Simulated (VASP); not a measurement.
# La2O3 (P-3m1) in VASP: a series of runs

Runs on La2O3. Level: LDA. Tasks: single point.

Program: VASP 6.6.1. These are calculated values, not measurements. Logs are shortened: lines on timing, memory, paths and dates and some standing lists are left out, and cuts for length are marked.

## Step 1: The cell of the first run

Symmetry: P-3m1, No. 164, trigonal system. Conventional cell: a = 3.864 Å, b = 3.864 Å, c = 6.008 Å, α = 90.00°, β = 90.00°, γ = 120.00°. La (site symmetry 3m) has 7 O at 2.32 to 2.68 Å within 3.1 Å. O (site symmetry 3m) has 4 La at 2.32 to 2.40 Å and 6 O at 2.84 to 3.08 Å within 3.1 Å. Within 3.5 Å of O (site symmetry -3m) lie 6 La at 2.68 Å and 6 O at 3.08 Å.

## Step 2: Single point, LDA

Input file INCAR:

```
SYSTEM = La2O3
PREC = Accurate
ENCUT = 520
EDIFF = 1E-7
ISMEAR = 0
SIGMA = 0.01
LREAL = .FALSE.
LASPH = .TRUE.
NELM = 80
ALGO = Normal
ISIF = 2
LWAVE = .FALSE.
LCHARG = .TRUE.
LELF = .TRUE.
LVHAR = .TRUE.
NBANDS = 28
```

Input file KPOINTS:

```
Automatic mesh
0
G
  6 6 4
  0 0 0
```

Input file POSCAR:

```
La2O3
1.0
    3.8641417709      0.0000000000      0.0000000000
   -1.9320708855      3.3464443430      0.0000000000
    0.0000000000      0.0000000000      6.0083415429
La O
2 3
Direct
    0.6666666667      0.3333333333      0.7537640000
    0.3333333333      0.6666666667      0.2462360000
    0.6666666667      0.3333333333      0.3541090000
    0.3333333333      0.6666666667      0.6458910000
    0.0000000000      0.0000000000      0.0000000000
```

Potentials or basis: VASP PAW LDA potentials, release 64 (La, O).

The run is started by

```console
> cat potpaw_LDA.64/La/POTCAR potpaw_LDA.64/O/POTCAR > POTCAR
> mpirun -np 1 vasp_std > vasp.out
```

OUTCAR:

```text
SYSTEM = La2O3
   PREC = Accurate
   ENCUT = 520
   EDIFF = 1E-7
   ISMEAR = 0
   LREAL = .FALSE.
   LASPH = .TRUE.
   NELM = 80
   ISIF = 2

 ion  position               nearest neighbor table
   1  0.667  0.333  0.754-   4 2.32   4 2.32   4 2.32   3 2.40   5 2.68   5 2.68   5 2.68
   2  0.333  0.667  0.246-   3 2.32   3 2.32   3 2.32   4 2.40   5 2.68   5 2.68   5 2.68
   3  0.667  0.333  0.354-   2 2.32   2 2.32   2 2.32   1 2.40
   4  0.333  0.667  0.646-   1 2.32   1 2.32   1 2.32   2 2.40
   5  0.000  0.000  0.000-   2 2.68   1 2.68   2 2.68   1 2.68   1 2.68   2 2.68

  LATTYP: Found a hexagonal cell.
 ALAT       =     3.8641417709
 C/A-ratio  =     1.5548967660

  Lattice vectors:

 A1 = (   3.8641417709,   0.0000000000,   0.0000000000)
 A2 = (  -1.9320708855,   3.3464443430,   0.0000000000)
 A3 = (   0.0000000000,   0.0000000000,   6.0083415429)

Analysis of symmetry for initial positions (statically):
=====================================================================
 Subroutine PRICEL returns:
 Original cell was already a primitive cell.

 Routine SETGRP: Setting up the symmetry group for a
 hexagonal supercell.

 Subroutine GETGRP returns: Found 12 space group operations
 (whereof 12 operations were pure point group operations)
 out of a pool of 24 trial point group operations.

The static configuration has the point symmetry D_3d.

Analysis of symmetry for dynamics (positions and initial velocities):
=====================================================================
 Subroutine PRICEL returns:
 Original cell was already a primitive cell.

 Routine SETGRP: Setting up the symmetry group for a
 hexagonal supercell.

 Subroutine GETGRP returns: Found 12 space group operations
 (whereof 12 operations were pure point group operations)
 out of a pool of 24 trial point group operations.

The dynamic configuration has the point symmetry D_3d.

 Subroutine INISYM returns: Found 12 space group operations
 (whereof 12 operations are pure point group operations),
 and found     1 'primitive' translations

----------------------------------------------------------------------------------------

                                     Primitive cell

  volume of cell :      77.6947

  direct lattice vectors                    reciprocal lattice vectors
     3.864141771  0.000000000  0.000000000     0.258789677  0.149412316  0.000000000
    -1.932070885  3.346444343  0.000000000     0.000000000  0.298824632  0.000000000
     0.000000000  0.000000000  6.008341543     0.000000000  0.000000000  0.166435279

  length of vectors
     3.864141771  3.864141256  6.008341543     0.298824592  0.298824632  0.166435279

  position of ions in fractional coordinates (direct lattice)
     0.666666667  0.333333333  0.753764000
     0.333333333  0.666666667  0.246236000
     0.666666667  0.333333333  0.354109000
     0.333333333  0.666666667  0.645891000
     0.000000000  0.000000000  0.000000000

  ion indices of the primitive-cell ions
   primitive index   ion index
                 1           1
                 2           2
                 3           3
                 4           4
                 5           5

----------------------------------------------------------------------------------------

 KPOINTS: Automatic mesh

Automatic generation of k-mesh.
 Grid dimensions read from file:
 generate k-points for:    6    6    4

 Generating k-lattice:

  Cartesian coordinates                     Fractional coordinates (reciprocal lattice)
     0.043131613  0.024902053  0.000000000     0.166666667  0.000000000  0.000000000
     0.000000000  0.049804105  0.000000000     0.000000000  0.166666667  0.000000000
     0.000000000  0.000000000  0.041608820     0.000000000  0.000000000  0.250000000

  Length of vectors
     0.049804099  0.049804105  0.041608820

  Shift w.r.t. Gamma in fractional coordinates (k-lattice)
     0.000000000  0.000000000  0.000000000

 Subroutine IBZKPT returns following result:
 ===========================================

 Found     24 irreducible k-points:

 Following reciprocal coordinates:
            Coordinates               Weight
  0.000000  0.000000  0.000000      1.000000
  0.166667 -0.000000  0.000000      6.000000
  0.333333 -0.000000  0.000000      6.000000
  0.500000  0.000000  0.000000      3.000000
  0.166667  0.166667  0.000000      6.000000
  0.333333  0.166667  0.000000     12.000000
[... 16 lines left out ...]
  0.333333  0.166667  0.500000     12.000000
  0.333333  0.333333  0.500000      2.000000
   k-points           NKPTS =     24   k-points in BZ     NKDIM =     24   number of bands    NBANDS=     28
   number of dos      NEDOS =    301   number of ions     NIONS =      5
   total plane-waves  NPLWV =  43200
   dimension x,y,z NGX =    30 NGY =   30 NGZ =   48
   dimension x,y,z NGXF=    60 NGYF=   60 NGZF=   96
   ions per type =               2   3
   NGX,Y,Z   is equivalent  to a cutoff of  12.91, 12.91, 13.28 a.u.
   NGXF,Y,Z  is equivalent  to a cutoff of  25.81, 25.81, 26.56 a.u.
 SYSTEM =  La2O3
   PREC   = accura    normal or accurate (medium, high low for compatibility)
   ISTART =      0    job   : 0-new  1-cont  2-samecut
   ICHARG =      2    charge: 1-file 2-atom 10-const
   ISPIN  =      1    spin polarized calculation?
   LNONCOLLINEAR =      F non collinear calculations
   LSORBIT =      F    spin-orbit coupling
   LASPH  =      T    aspherical Exc in radial PAW
   ENCUT  =  520.0 eV  38.22 Ry    6.18 a.u.   7.18  7.18 11.17*2*pi/ulx,y,z
   NELM   =     80;   NELMIN=  2; NELMDL= -5     # of ELM steps
   EDIFF  = 0.1E-06   stopping-criterion for ELM
   LREAL  =      F    real-space projection
   EDIFFG = 0.1E-05   stopping-criterion for IOM
   NSW    =      0    number of steps for IOM
   IBRION =     -1    ionic relax: 0-MD 1-quasi-New 2-CG
   NFREE  =      0    steps in history (QN), initial steepest desc. (CG)
   ISIF   =      2    stress and relaxation
   ISYM   =      2    0-nonsym 1-usesym 2-fastsym
   POTIM  = 0.5000    time-step for ionic-motion
   TEBEG  =    0.0;   TEEND  =   0.0 temperature during run
   PSTRESS=    0.0 pullay stress
   NELECT =      40.0000    total number of electrons
   NUPDOWN=      -1.0000    fix difference up-down
   EMIN   =  10.00;   EMAX   =-10.00  energy-range for DOS
   EFERMI =   0.00;   METHOD = LEGACY
   ISMEAR =     0;   SIGMA  =   0.01  broadening in eV -4-tet -1-fermi 0-gaus
   EFERMI_NEDOS =   21; number of points for ismear=-14 and -15
   IALGO  =     38    algorithm
   IMIX   =      4    mixing-type and parameters
     AMIX     =   0.40;   BMIX     =  1.00
     AMIX_MAG =   1.60;   BMIX_MAG =  1.00
  volume/ion in A,a.u.               =      15.54       104.86
  Fermi-wavevector in a.u.,A,eV,Ry     =   1.312092  2.479495 23.423604  1.721586
  Thomas-Fermi vector in A             =   2.442509
   LORBIT       =      0    0 simple, 1 ext, 2 COOP (PROOUT), +10 PAW based schemes
   GGA     = CA    functional components
   LHFCALC =     F    Hartree Fock is set to
   AEXX    =    0.0000 exact exchange contribution
   IVDW    =     0    specifies the selected vdW correction
   LEPSILON=     F    determine dielectric tensor
   LRPA    =     F    only Hartree local field effects (RPA)
 non-spin polarized calculation
 Gauss-broadening in eV      SIGMA  =   0.01
  energy-cutoff  :      520.00
  volume of cell :       77.69
 maximum number of plane-waves:      2106
 NGX is ok and might be reduce to    30
   NGX = 15   NGY = 15   NGZ = 23

 number of electron      40.0000003 magnetization

 Free energy of the ion-electron system (eV)
  ---------------------------------------------------
  ext. energy  EPLUGINS =         0.00000000
  ---------------------------------------------------
  free energy    TOTEN  =       -45.89136716 eV

  energy without entropy =      -45.89136716  energy(sigma->0) =      -45.89136716

 E-fermi :   6.2761     XC(G=0): -11.1827

 val. band max:        6.1985235995   @ k =   0.5000   0.0000   0.5000
 cond. band min:       9.9234529685   @ k =   0.3333   0.3333   0.0000
 fundamental gap:      3.7249293690
 Fermi energy:         6.2760824036

 k-point     1 :       0.0000    0.0000    0.0000
  band No.  band energies     occupation
      1     -23.2929      2.00000
      2     -22.9732      2.00000
      3     -10.7418      2.00000
      4      -9.3132      2.00000
      5      -8.8279      2.00000
      6      -6.7791      2.00000
[... 20 lines left out ...]
     27      11.7097      0.00000
     28      11.9818      0.00000

 k-point     2 :       0.1667   -0.0000    0.0000
  band No.  band energies     occupation
      1     -23.2327      2.00000
      2     -22.9489      2.00000
      3     -10.7355      2.00000
      4      -9.8544      2.00000
      5      -9.2122      2.00000
      6      -6.9105      2.00000
[... 20 lines left out ...]
     27      11.8519      0.00000
     28      11.9238      0.00000

 k-point     3 :       0.3333   -0.0000    0.0000
  band No.  band energies     occupation
      1     -23.0974      2.00000
      2     -22.9107      2.00000
      3     -10.9347      2.00000
      4     -10.6866      2.00000
      5      -9.2912      2.00000
      6      -7.1359      2.00000
[... 20 lines left out ...]
     27      11.7736      0.00000
     28      11.8120      0.00000

 k-point     4 :       0.5000    0.0000    0.0000
  band No.  band energies     occupation
      1     -23.0112      2.00000
      2     -22.9077      2.00000
      3     -11.0772      2.00000
      4     -11.0711      2.00000
      5      -9.0471      2.00000
      6      -7.5232      2.00000
[... 578 lines left out ...]
     27      11.7321      0.00000
     28      11.8531      0.00000

 k-point    23 :       0.3333    0.1667    0.5000
  band No.  band energies     occupation
      1     -22.9678      2.00000
      2     -22.9505      2.00000
      3     -11.2186      2.00000
      4     -11.0085      2.00000
      5      -9.1753      2.00000
      6      -7.2765      2.00000
[... 20 lines left out ...]
     27      11.7351      0.00000
     28      11.7451      0.00000

 k-point    24 :       0.3333    0.3333    0.5000
  band No.  band energies     occupation
      1     -22.9361      2.00000
      2     -22.9361      2.00000
      3     -11.1673      2.00000
      4     -11.1673      2.00000
      5      -9.4793      2.00000
      6      -7.5245      2.00000
[... 20 lines left out ...]
     27      11.7053      0.00000
     28      11.7523      0.00000

------------------------ aborting loop because EDIFF is reached ----------------------------------------

  FORCE on cell =-STRESS in cart. coord.  units (eV):
  Direction    XX          YY          ZZ          XY          YZ          ZX
  --------------------------------------------------------------------------------------
  -------------------------------------------------------------------------------------
  Total        0.5879164      0.5879162     -0.0290041     -0.0000000      0.0000000      0.0000000
  in kB       12.1236927     12.1236884     -0.5981070     -0.0000000      0.0000000      0.0000000
  external PRESSURE =       7.8830914 kB  Pullay stress =       0.0000000 kB

 VOLUME and BASIS-vectors are now :
 -----------------------------------------------------------------------------
  energy-cutoff  :      520.00
  volume of cell :       77.69
      direct lattice vectors                 reciprocal lattice vectors
     3.864141771  0.000000000  0.000000000     0.258789677  0.149412316  0.000000000
    -1.932070885  3.346444343  0.000000000     0.000000000  0.298824632  0.000000000
     0.000000000  0.000000000  6.008341543     0.000000000  0.000000000  0.166435279

 POSITION                                       TOTAL-FORCE (eV/Angst)
 -----------------------------------------------------------------------------------
      1.93207      1.11548      4.52887         0.000000      0.000000      0.252696
     -0.00000      2.23096      1.47947         0.000000      0.000000     -0.252696
      1.93207      1.11548      2.12761        -0.000000     -0.000000      0.077886
     -0.00000      2.23096      3.88073         0.000000     -0.000000     -0.077886
      0.00000      0.00000      0.00000         0.000000      0.000000      0.000000
 -----------------------------------------------------------------------------------
    total drift:                               -0.000000      0.000000      0.000000

  FREE ENERGIE OF THE ION-ELECTRON SYSTEM (eV)
  ---------------------------------------------------
  free  energy   TOTEN  =       -45.8913671633 eV

  energy  without entropy=      -45.8913671633  energy(sigma->0) =      -45.89136716
```

Wall time 2.8 min (1 thread of AMD EPYC 7R13, shared host); peak memory 0.17 GiB.

Results:

| Item | Value |
| --- | --- |
| Free energy | -45.8914 eV |
| Pressure | 0.8 GPa |
| Largest force | 0.253 eV/Å |
| Band gap on the k mesh | 3.73 eV (least direct gap 3.77 eV) |

Forces in eV/Å, atoms in the order of the input:
```
La   0.000  0.000  0.253
La   0.000  0.000 -0.253
O    0.000  0.000  0.078
O    0.000  0.000 -0.078
O    0.000  0.000  0.000
```

Stress tensor (GPa, compression positive):
```
 1.21  0.00  0.00
 0.00  1.21  0.00
 0.00  0.00 -0.06
```

Caveat: spin-orbit coupling is left out, which moves the levels of the heavy elements.

(Part 1 of 2 ends here.)
